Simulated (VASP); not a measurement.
Here is a VASP 6.6.1 calculation.

The input POSCAR:

```
ZnS
1.0
    0.0000000000      2.6945131942      2.6945131942
    2.6945131942      0.0000000000      2.6945131942
    2.6945131942      2.6945131942      0.0000000000
Zn S
1 1
Direct
    0.0000000000      0.0000000000      0.0000000000
    0.7098245888      0.7633918037      0.7633918037
```

INCAR.step1

```
SYSTEM = ZnS
  PREC = Accurate
  ENCUT = 520
  ISMEAR = 0
  SIGMA = 0.05
  LREAL = .False.
  LASPH = .True.
  NELM = 80
  NBANDS = 16
  GGA = PE
  ALGO = Normal
  EDIFF = 1E-4
  LWAVE = .True.
  LCHARG = .False.
```

INCAR.step2

```
SYSTEM = ZnS
  PREC = Accurate
  ENCUT = 520
  EDIFF = 1E-6
  ISMEAR = 0
  SIGMA = 0.05
  LREAL = .False.
  LASPH = .True.
  NELM = 80
  ALGO = Normal
  ISIF = 2
  LWAVE = .False.
  LCHARG = .False.
  METAGGA = R2SCAN
  LMIXTAU = .True.
  NBANDS = 16
  ISTART = 1
```

File KPOINTS:

```
regular mesh
0
Gamma
  8 8 8
  0 0 0
```

Potentials or basis: VASP PAW PBE potentials, release 64 (Zn, S).

Run with:

```bash
$ cat potpaw_PBE.64/Zn/POTCAR potpaw_PBE.64/S/POTCAR > POTCAR
$ cp INCAR.step1 INCAR
$ mpirun -np 1 vasp_std > vasp.out
$ cp INCAR.step2 INCAR
$ mpirun -np 1 vasp_std > vasp.out
```

Problem. What does it give for the pressure?

Solution. 0.7 GPa.

Problem. Estimate the largest force.

Solution. 1.001 eV/Å.

Problem. Estimate the band gap on the k mesh.

Solution. 2.66 eV, direct.

Stress tensor (GPa, compression positive):
```
 0.69 -2.26 -2.26
-2.26  0.69  2.26
-2.26  2.26  0.69
```

Caveat: the cell differs from its parent crystal (all S atoms moved +0.125 Å, as atom 2 towards its neighbour atom 1 (Zn) at 2.334 Å); the PAW data sets were made with another functional, which shifts forces and pressure a little.
